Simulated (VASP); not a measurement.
Input of a VASP 6.6.1 run:

INCAR

```
PREC = Accurate
ENCUT = 520
EDIFF = 1E-6
ISMEAR = -1
SIGMA = 0.02
LREAL = False
LASPH = True
NELM = 60
ALGO = Normal
ISIF = 2
LWAVE = False
LCHARG = False
GGA = PE
NBANDS = 34
```

Contents of KPOINTS:

```
regular mesh
0
Gamma
  8 8 8
```

The input POSCAR:

```
La2GaP3
1.0
   -2.0782782756      2.0782782756      8.5546418398
    2.0782782756     -2.0782782756      8.5546418398
    2.0782782756      2.0782782756     -8.5546418398
La P Ga
2 3 1
Direct
    0.8375016973      0.8375016973      0.0000000000
    0.1624983027      0.1624983027      0.0000000000
    0.6605928114      0.6605928114      0.0000000000
    0.0000000000      0.0000000000      0.0000000000
    0.3394071886      0.3394071886      0.0000000000
    0.5000000000      0.5000000000      0.0000000000
```

Potentials or basis: VASP PAW PBE potentials, release 64 (La, P, Ga_d).

Run with:

```console
$ cat potpaw_PBE.64/La/POTCAR potpaw_PBE.64/P/POTCAR potpaw_PBE.64/Ga_d/POTCAR > POTCAR
$ mpirun -np 1 vasp_std > vasp.out
```

Q: Estimate the largest force.

A: 0.077 eV/Å.

Q: What does it give for the pressure?

A: 1.9 GPa.

Q: Estimate the band gap on the k mesh.

A: Zero (bands 25 and 26 overlap by 0.12 eV).

Forces on the atoms (eV/Å):
```
La   0.000  0.000 -0.077
La   0.000  0.000  0.077
P    0.000  0.000 -0.041
P    0.000  0.000  0.000
P    0.000  0.000  0.041
Ga   0.000  0.000  0.000
```

Caveat: spin-orbit coupling is left out, which moves the levels of the heavy elements.
